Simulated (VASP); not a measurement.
Wanted: the native input for a VASP 6.6.1 run.

| Quantity | Value |
| --- | --- |
| Task | single point |
| Functional | r2SCAN |
| Potentials or basis | VASP PAW PBE potentials, release 64 (Nb_sv, B) |
| Cutoff | 520 eV |
| k mesh | 12 × 12 × 10 |
| Occupations | fermi-dirac, width 0.1 eV |
| Spin | no spin polarisation |
| Dipole correction | no |
| Further INCAR settings | ALGO = Normal; EDIFF = 1e-06; NBANDS = 16 |

NbB2:

```
Nb B
1.0
     3.03766    0.00000    0.00000
    -1.51883    2.63069    0.00000
     0.00000    0.00000    3.25942
Nb B
1 2
Cartesian
  0.0000 0.0000 0.0000
  0.0000 1.7538 1.6297
  1.5188 0.8769 1.6297
```

The input as run:

POSCAR

```
NbB2
1.0
    3.0376619734      0.0000000029      0.0000000000
   -1.5188309892      2.6306924356      0.0000000000
    0.0000000000      0.0000000000      3.2594166700
Nb B
1 2
Direct
    0.0000000000      0.0000000000      0.0000000000
    0.3333333333      0.6666666667      0.5000000000
    0.6666666667      0.3333333333      0.5000000000
```

INCAR.step1

```
PREC = Accurate
ENCUT = 520
ISMEAR = -1
SIGMA = 0.1
LREAL = F
LASPH = T
NELM = 80
NBANDS = 16
GGA = PE
ALGO = Normal
EDIFF = 1E-4
LWAVE = T
LCHARG = F
```

INCAR.step2

```
PREC = Accurate
ENCUT = 520
EDIFF = 1E-6
ISMEAR = -1
SIGMA = 0.1
LREAL = F
LASPH = T
NELM = 80
ALGO = Normal
ISIF = 2
LWAVE = F
LCHARG = T
METAGGA = R2SCAN
LMIXTAU = T
LELF = T
LVHAR = T
NBANDS = 16
ISTART = 1
```

KPOINTS

```
Automatic mesh
0
Gamma
  12 12 10
```

Potentials or basis: VASP PAW PBE potentials, release 64 (Nb_sv, B).

The run is started by

```bash
$ cat potpaw_PBE.64/Nb_sv/POTCAR potpaw_PBE.64/B/POTCAR > POTCAR
$ cp INCAR.step1 INCAR
$ mpirun -np 1 vasp_std > vasp.out
$ cp INCAR.step2 INCAR
$ mpirun -np 1 vasp_std > vasp.out
```

It gave:

- Pressure: 20.5 GPa

Caveat: the PAW data sets were made with another functional, which shifts forces and pressure a little.

It took 79 s on 1 thread of Intel(R) Xeon(R) Platinum 8488C (Sapphire Rapids), with other jobs on the host, peak memory 0.18 GiB.
